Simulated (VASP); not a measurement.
A run of VASP 6.6.1 is set up as follows.

The input INCAR:

```
SYSTEM = Sn2Sb3Te
PREC = Accurate
ENCUT = 520
EDIFF = 1E-7
ISMEAR = 0
SIGMA = 0.1
LREAL = .False.
LASPH = .True.
NELM = 80
ALGO = Normal
ISIF = 2
LWAVE = .False.
LCHARG = .False.
GGA = PE
NBANDS = 34
```

The input KPOINTS:

```
regular mesh
0
Gamma
  8 8 4
  0 0 0
```

Contents of POSCAR:

```
Sn2Sb3Te
1.0
    4.4688795897      0.0000000000      0.0000000000
    0.0000000000      4.4688795897      0.0000000000
    0.0000000000      0.0000000000      8.9595828119
Sn Sb Te
2 3 1
Direct
    0.5000000000      0.0000000000      0.5896552120
    0.0000000000      0.5000000000      0.5896552120
    0.5000000000      0.5000000000      0.2767055926
    0.0000000000      0.0000000000      0.2594970953
    0.0000000000      0.0000000000      0.9276674159
    0.5000000000      0.5000000000      0.9278468922
```

Potentials or basis: VASP PAW PBE potentials, release 64 (Sn_d, Sb, Te).

Run with:

```sh
$ cat potpaw_PBE.64/Sn_d/POTCAR potpaw_PBE.64/Sb/POTCAR potpaw_PBE.64/Te/POTCAR > POTCAR
$ mpirun -np 1 vasp_std > vasp.out
```

Problem. What does it give for the band gap on the k mesh?

Solution. Zero (an odd number of electrons rules out a gap without spin polarisation).

Problem. What does it give for the largest force?

Solution. 0.022 eV/Å.

Forces on the atoms (eV/Å):
```
Sn   0.000  0.000 -0.002
Sn   0.000  0.000 -0.002
Sb   0.000  0.000 -0.004
Sb   0.000  0.000  0.022
Sb   0.000  0.000 -0.019
Te   0.000  0.000  0.004
```

Caveat: spin-orbit coupling is left out, which moves the levels of the heavy elements; an odd number of electrons without spin polarisation forces a metal; a magnetic or distorted state may lie lower.
